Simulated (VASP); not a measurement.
# CoSi (Pm-3m) in VASP: notebook

Aim: see how the results for CoSi move with the level of theory and the settings. Levels: PBEsol, HSE06, PBE-based screened hybrid, PBEsol-based screened hybrid. Tasks: single point.

All numbers are computed with VASP 6.6.1; they aren't measurements. Logs are shortened: lines on timing, memory, paths and dates and some standing lists are left out, and cuts for length are marked.

### 1 The cell of the first run

Symmetry: Pm-3m, No. 221, cubic system. Conventional cell: a = 2.781 Å, b = 2.781 Å, c = 2.781 Å, α = 90.00°, β = 90.00°, γ = 90.00°. Within 3.2 Å of Co (site symmetry m-3m) lie 8 Si at 2.41 Å and 6 Co at 2.78 Å. Si (site symmetry m-3m) has 8 Co at 2.41 Å and 6 Si at 2.78 Å within 3.2 Å.

### 2 Single point, PBEsol, collinear spin, ferromagnetic start

Input file INCAR:

```
ALGO = Normal
EDIFF = 1E-7
ENCUT = 520
GGA = PS
ISIF = 2
ISMEAR = -1
ISPIN = 2
LASPH = True
LCHARG = False
LMAXMIX = 4
LORBIT = 11
LREAL = False
LWAVE = False
MAGMOM = 2 0
NBANDS = 18
NELM = 150
PREC = Accurate
SIGMA = 0.05
```

Input file KPOINTS:

```
k-points
0
Gamma
  10 10 10
```

Input file POSCAR:

```
CoSi
1.0
    2.7813340000      0.0000000000      0.0000000000
    0.0000000000      2.7813340000      0.0000000000
    0.0000000000      0.0000000000      2.7813340000
Co Si
1 1
Direct
    0.0000000000      0.0000000000      0.0000000000
    0.5000000000      0.5000000000      0.5000000000
```

Potentials or basis: VASP PAW PBE potentials, release 64 (Co, Si).

Started as:

```console
$ cat potpaw_PBE.64/Co/POTCAR potpaw_PBE.64/Si/POTCAR > POTCAR
$ mpirun -np 1 vasp_std > vasp.out
```

OUTCAR:

```text
EDIFF = 1E-7
   ENCUT = 520
   GGA = PS
   ISIF = 2
   ISMEAR = -1
   ISPIN = 2
   LASPH = True
   LORBIT = 11
   LREAL = False
   NELM = 150
   PREC = Accurate

 ion  position               nearest neighbor table
   1  0.000  0.000  0.000-   2 2.41   2 2.41   2 2.41   2 2.41   2 2.41   2 2.41   2 2.41   2 2.41

   2  0.500  0.500  0.500-   1 2.41   1 2.41   1 2.41   1 2.41   1 2.41   1 2.41   1 2.41   1 2.41

  LATTYP: Found a simple cubic cell.
 ALAT       =     2.7813340000

  Lattice vectors:

 A1 = (   2.7813340000,   0.0000000000,   0.0000000000)
 A2 = (   0.0000000000,   2.7813340000,   0.0000000000)
 A3 = (   0.0000000000,   0.0000000000,   2.7813340000)

Analysis of symmetry for initial positions (statically):
=====================================================================
 Subroutine PRICEL returns:
 Original cell was already a primitive cell.

 Routine SETGRP: Setting up the symmetry group for a
 simple cubic supercell.

 Subroutine GETGRP returns: Found 48 space group operations
 (whereof 48 operations were pure point group operations)
 out of a pool of 48 trial point group operations.

The static configuration has the point symmetry O_h .

Analysis of symmetry for dynamics (positions and initial velocities):
=====================================================================
 Subroutine PRICEL returns:
 Original cell was already a primitive cell.

 Routine SETGRP: Setting up the symmetry group for a
 simple cubic supercell.

 Subroutine GETGRP returns: Found 48 space group operations
 (whereof 48 operations were pure point group operations)
 out of a pool of 48 trial point group operations.

The dynamic configuration has the point symmetry O_h .

Analysis of structural, dynamic, and magnetic symmetry:
=====================================================================
 Subroutine PRICEL returns:
 Original cell was already a primitive cell.

 Routine SETGRP: Setting up the symmetry group for a
 simple cubic supercell.

 Subroutine GETGRP returns: Found 48 space group operations
 (whereof 48 operations were pure point group operations)
 out of a pool of 48 trial point group operations.

The overall configuration has the point symmetry O_h .

 Subroutine INISYM returns: Found 48 space group operations
 (whereof 48 operations are pure point group operations),
 and found     1 'primitive' translations

----------------------------------------------------------------------------------------

                                     Primitive cell

  volume of cell :      21.5159

  direct lattice vectors                    reciprocal lattice vectors
     2.781334000  0.000000000  0.000000000     0.359539703  0.000000000  0.000000000
     0.000000000  2.781334000  0.000000000     0.000000000  0.359539703  0.000000000
     0.000000000  0.000000000  2.781334000     0.000000000  0.000000000  0.359539703

  length of vectors
     2.781334000  2.781334000  2.781334000     0.359539703  0.359539703  0.359539703

  position of ions in fractional coordinates (direct lattice)
     0.000000000  0.000000000  0.000000000
     0.500000000  0.500000000  0.500000000

  ion indices of the primitive-cell ions
   primitive index   ion index
                 1           1
                 2           2

----------------------------------------------------------------------------------------

 KPOINTS: k-points

Automatic generation of k-mesh.
 Grid dimensions read from file:
 generate k-points for:   10   10   10

 Generating k-lattice:

  Cartesian coordinates                     Fractional coordinates (reciprocal lattice)
     0.035953970  0.000000000  0.000000000     0.100000000  0.000000000  0.000000000
     0.000000000  0.035953970  0.000000000     0.000000000  0.100000000  0.000000000
     0.000000000  0.000000000  0.035953970     0.000000000  0.000000000  0.100000000

  Length of vectors
     0.035953970  0.035953970  0.035953970

  Shift w.r.t. Gamma in fractional coordinates (k-lattice)
     0.000000000  0.000000000  0.000000000

 Subroutine IBZKPT returns following result:
 ===========================================

 Found     56 irreducible k-points:

 Following reciprocal coordinates:
            Coordinates               Weight
  0.000000  0.000000  0.000000      1.000000
  0.100000  0.000000  0.000000      6.000000
  0.200000  0.000000  0.000000      6.000000
  0.300000  0.000000  0.000000      6.000000
  0.400000  0.000000  0.000000      6.000000
  0.500000  0.000000  0.000000      3.000000
[... 16 lines left out ...]
  0.200000  0.100000  0.100000     24.000000
  0.300000  0.100000  0.100000     24.000000
 [... further k-points ...]
   k-points           NKPTS =     56   k-points in BZ     NKDIM =     56   number of bands    NBANDS=     18
   number of dos      NEDOS =    301   number of ions     NIONS =      2
   total plane-waves  NPLWV =  13824
   dimension x,y,z NGX =    24 NGY =   24 NGZ =   24
   dimension x,y,z NGXF=    48 NGYF=   48 NGZF=   48
   ions per type =               1   1
   NGX,Y,Z   is equivalent  to a cutoff of  14.35, 14.35, 14.35 a.u.
   NGXF,Y,Z  is equivalent  to a cutoff of  28.69, 28.69, 28.69 a.u.
 SYSTEM =  unknown system
   PREC   = accura    normal or accurate (medium, high low for compatibility)
   ISTART =      0    job   : 0-new  1-cont  2-samecut
   ICHARG =      2    charge: 1-file 2-atom 10-const
   ISPIN  =      2    spin polarized calculation?
   LNONCOLLINEAR =      F non collinear calculations
   LSORBIT =      F    spin-orbit coupling
   LASPH  =      T    aspherical Exc in radial PAW
   ENCUT  =  520.0 eV  38.22 Ry    6.18 a.u.   5.17  5.17  5.17*2*pi/ulx,y,z
   NELM   =    150;   NELMIN=  2; NELMDL= -5     # of ELM steps
   EDIFF  = 0.1E-06   stopping-criterion for ELM
   LREAL  =      F    real-space projection
   EDIFFG = 0.1E-05   stopping-criterion for IOM
   NSW    =      0    number of steps for IOM
   IBRION =     -1    ionic relax: 0-MD 1-quasi-New 2-CG
   NFREE  =      0    steps in history (QN), initial steepest desc. (CG)
   ISIF   =      2    stress and relaxation
   ISYM   =      2    0-nonsym 1-usesym 2-fastsym
   POTIM  = 0.5000    time-step for ionic-motion
   TEBEG  =    0.0;   TEEND  =   0.0 temperature during run
   PSTRESS=    0.0 pullay stress
   NELECT =      13.0000    total number of electrons
   NUPDOWN=      -1.0000    fix difference up-down
   EMIN   =  10.00;   EMAX   =-10.00  energy-range for DOS
   EFERMI =   0.00;   METHOD = LEGACY
   ISMEAR =    -1;   SIGMA  =   0.05  broadening in eV -4-tet -1-fermi 0-gaus
   EFERMI_NEDOS =   21; number of points for ismear=-14 and -15
   IALGO  =     38    algorithm
   IMIX   =      4    mixing-type and parameters
     AMIX     =   0.40;   BMIX     =  1.00
     AMIX_MAG =   1.60;   BMIX_MAG =  1.00
  volume/ion in A,a.u.               =      10.76        72.60
  Fermi-wavevector in a.u.,A,eV,Ry     =   1.384000  2.615381 26.061367  1.915456
  Thomas-Fermi vector in A             =   2.508545
   LORBIT       =     11    0 simple, 1 ext, 2 COOP (PROOUT), +10 PAW based schemes
   GGA     = PS    functional components
   LHFCALC =     F    Hartree Fock is set to
   AEXX    =    0.0000 exact exchange contribution
   IVDW    =     0    specifies the selected vdW correction
   LEPSILON=     F    determine dielectric tensor
   LRPA    =     F    only Hartree local field effects (RPA)
 spin polarized calculation
  energy-cutoff  :      520.00
  volume of cell :       21.52
 maximum number of plane-waves:       588
 NGX is ok and might be reduce to    24
   NGX = 11   NGY = 11   NGZ = 11

 number of electron      13.0000003 magnetization       0.5226716

 Free energy of the ion-electron system (eV)
  ---------------------------------------------------
  ext. energy  EPLUGINS =         0.00000000
  ---------------------------------------------------
  free energy    TOTEN  =       -14.54562272 eV

  energy without entropy =      -14.53036953  energy(sigma->0) =      -14.53799612

 E-fermi :  12.7332     XC(G=0): -13.0471

 val. band max:       12.7331377742   @ k =   0.5000   0.2000   0.0000
 cond. band min:      12.7366004393   @ k =   0.4000   0.0000   0.0000
 fundamental gap:      0.0034626651
 Fermi energy:        12.7331536345

 spin component 1

 k-point     1 :       0.0000    0.0000    0.0000
  band No.  band energies     occupation
      1      -1.5246      1.00000
      2       8.6116      1.00000
      3       8.6116      1.00000
      4      11.1678      1.00000
      5      11.1678      1.00000
      6      11.1678      1.00000
[... 10 lines left out ...]
     17      36.1316      0.00000
     18      36.1316      0.00000
[... 463 lines left out ...]
 k-point    24 :       0.3000    0.1000    0.1000
  band No.  band energies     occupation
      1       0.5159      1.00000
      2       6.9805      1.00000
      3       8.9951      1.00000
      4      10.1005      1.00000
      5      10.1917      1.00000
      6      11.0169      1.00000
[... 10 lines left out ...]
     17      33.2302      0.00000
     18      38.2940      0.00000

 [... further k-points ...]

 spin component 2

 k-point     1 :       0.0000    0.0000    0.0000
  band No.  band energies     occupation
      1      -1.5050      1.00000
      2       9.1428      1.00000
      3       9.1428      1.00000
      4      11.5360      1.00000
      5      11.5360      1.00000
      6      11.5360      1.00000
[... 10 lines left out ...]
     17      36.1230      0.00000
     18      36.1230      0.00000
[... 463 lines left out ...]
 k-point    24 :       0.3000    0.1000    0.1000
  band No.  band energies     occupation
      1       0.5358      1.00000
      2       7.1368      1.00000
      3       9.4835      1.00000
      4      10.4761      1.00000
      5      10.5177      1.00000
      6      11.3841      1.00000
[... 10 lines left out ...]
     17      33.2946      0.00000
     18      38.3735      0.00000

 [... further k-points ...]

------------------------ aborting loop because EDIFF is reached ----------------------------------------

  FORCE on cell =-STRESS in cart. coord.  units (eV):
  Direction    XX          YY          ZZ          XY          YZ          ZX
  --------------------------------------------------------------------------------------
  -------------------------------------------------------------------------------------
  Total       -0.8487965     -0.8487965     -0.8487965     -0.0000000     -0.0000000      0.0000000
  in kB      -63.2054789    -63.2054789    -63.2054789     -0.0000000     -0.0000000      0.0000000
  external PRESSURE =     -63.2054789 kB  Pullay stress =       0.0000000 kB

 VOLUME and BASIS-vectors are now :
 -----------------------------------------------------------------------------
  energy-cutoff  :      520.00
  volume of cell :       21.52
      direct lattice vectors                 reciprocal lattice vectors
     2.781334000  0.000000000  0.000000000     0.359539703  0.000000000  0.000000000
     0.000000000  2.781334000  0.000000000     0.000000000  0.359539703  0.000000000
     0.000000000  0.000000000  2.781334000     0.000000000  0.000000000  0.359539703

 POSITION                                       TOTAL-FORCE (eV/Angst)
 -----------------------------------------------------------------------------------
      0.00000      0.00000      0.00000         0.000000      0.000000      0.000000
      1.39067      1.39067      1.39067         0.000000      0.000000      0.000000
 -----------------------------------------------------------------------------------
    total drift:                               -0.000000      0.000000      0.000000

  FREE ENERGIE OF THE ION-ELECTRON SYSTEM (eV)
  ---------------------------------------------------
  free  energy   TOTEN  =       -14.5456227202 eV

  energy  without entropy=      -14.5303695257  energy(sigma->0) =      -14.53799612

 total charge

# of ion       s       p       d       tot
------------------------------------------
    1        0.441   0.591   7.585   8.617
    2        0.710   0.862   0.000   1.572
--------------------------------------------------
tot          1.151   1.453   7.585  10.189

 magnetization (x)

# of ion       s       p       d       tot
------------------------------------------
    1        0.007   0.002   0.513   0.522
    2        0.001   0.010   0.000   0.011
--------------------------------------------------
tot          0.009   0.012   0.513   0.533
```

It took 70 s on 1 thread of Intel Xeon 8259CL, shared host; peak memory 0.17 GiB.

What came out:

* Free energy: -14.5456 eV
* Pressure: -6.3 GPa
* Net moment: 0.52 μB per cell
* Site moments: Co +0.52; Si +0.01 μB
* Valence electrons inside the program's atomic spheres: Co 8.62; Si 1.57

Caveat: the PAW data sets were made with another functional, which shifts forces and pressure a little.

(Continued in part 2 of 2.)
